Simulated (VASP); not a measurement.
Here is a VASP 6.6.1 calculation.

The input POSCAR:

```
NaLiCl2
1.0
    1.8915979422      1.0921145811      6.2476405605
   -1.8915979422      1.0921145811      6.2476405605
    0.0000000000     -2.1842291623      6.2476405605
Li Na Cl
1 1 2
Direct
    1.0000000000      0.0000000000      0.0000000000
    0.5000000000      0.5000000000      0.5000000000
    0.2566860797      0.2566860797      0.2566860797
    0.7433139203      0.7433139203      0.7433139203
```

INCAR.step1

```
SYSTEM = NaLiCl2
PREC = Accurate ; ENCUT = 500
EDIFF = 1E-8 ; ISMEAR = 0
SIGMA = 0.01 ; LREAL = .False.
LASPH = .True. ; NELM = 80
ALGO = Normal ; LWAVE = .True.
LCHARG = .False. ; GGA = PE
```

The input INCAR.step2:

```
SYSTEM = NaLiCl2
PREC = Accurate ; ENCUT = 500
EDIFF = 1E-8 ; ISMEAR = 0
SIGMA = 0.01 ; LREAL = .False.
LASPH = .True. ; NELM = 1
ALGO = Exact ; LWAVE = .True.
LCHARG = .False. ; GGA = PE
NBANDS = 137 ; LOPTICS = .True.
ISTART = 1
```

The input INCAR.step3:

```
SYSTEM = NaLiCl2
PREC = Accurate ; ENCUT = 500
EDIFF = 1E-8 ; ISMEAR = 0
SIGMA = 0.01 ; LREAL = .False.
LASPH = .True. ; ALGO = EVGW0
LWAVE = .False. ; LCHARG = .False.
GGA = PE ; NELMGW = 1
NBANDS = 137 ; ENCUTGW = 80.0
NOMEGA = 96 ; PRECFOCK = Fast
ISTART = 1 ; NBANDSGW = 20
OMEGAMAX = 20
```

The input KPOINTS:

```
regular mesh
0
Gamma
  6 6 6
  0 0 0
```

Potentials or basis: VASP PAW PBE potentials, release 64 (Li_GW, Na_sv_GW, Cl_GW).

Run with:

```bash
$ cat potpaw_PBE.64/Li_GW/POTCAR potpaw_PBE.64/Na_sv_GW/POTCAR potpaw_PBE.64/Cl_GW/POTCAR > POTCAR
$ cp INCAR.step1 INCAR
$ mpirun -np 1 vasp_std > vasp.out
$ cp INCAR.step2 INCAR
$ mpirun -np 1 vasp_std > vasp.out
$ cp INCAR.step3 INCAR
$ mpirun -np 1 vasp_std > vasp.out
```

(1) Estimate the quasiparticle gap.

(2) Predict the least direct quasiparticle gap.

(3) Predict the least direct gap of the starting levels on the mesh.

Answers

(1) 8.06 eV.

(2) 8.06 eV.

(3) 5.60 eV.

Caveat: bands, screening cutoff and mesh are small and nothing is extrapolated, so the quasiparticle values aren't converged.
